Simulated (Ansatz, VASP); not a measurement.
# Two plane-wave programs on Na2Al2O

```
Na Al O
1.0
    -1.89576    1.89576    4.57547
     1.89576   -1.89576    4.57547
     1.89576    1.89576   -4.57547
Na Al O
2 2 1
Direct
  0.62501 0.62501 0.00000
  0.37499 0.37499 0.00000
  0.25000 0.75000 0.50000
  0.75000 0.25000 0.50000
  0.00000 0.00000 0.00000
```

Change from the starting cell: species swapped into the GdNi2P2 type (I4/mmm, No. 139).

Alike in both runs: task relaxation of cell and atoms; functional PBE; k mesh 6 × 6 × 6; occupations gaussian, width 0.1 eV; no spin polarisation.

|  | VASP | Ansatz |
| --- | --- | --- |
| version | VASP 6.6.1 | Ansatz 0.2.0 |
| potentials or method | VASP PAW PBE potentials, release 64 (Na_pv, Al, O), cutoff 600 eV | scalar-relativistic, plane waves, PAW |
| valence electrons in the cell | 26 | 30 |

Ansatz gave:

```
gap on the k mesh at the Fermi level, each at its own relaxed structure (eV) : none
relaxed volume (Å³/atom)                                                     : 21.84
relaxed cell length with the largest relative difference (Å)                 : 9.130
```

Question: Estimate VASP's values.

Answer: gap on the k mesh at the Fermi level, each at its own relaxed structure (eV): none; relaxed volume (Å³/atom): 18.50; relaxed cell length with the largest relative difference (Å): 7.634.

A gap of «none» marks a metal or a gap that the smearing closes. One of these differences is far larger than is usual between the two programs; its cause wasn't traced. VASP's potentials hold 26 valence electrons a cell and Ansatz's 30, so a difference there can come from the potentials and not from the codes.

The k mesh is coarse, so the values compare programs but aren't converged. Noted on VASP's run: the volume moved by over 15 % at a fixed basis, so the end points are rough.
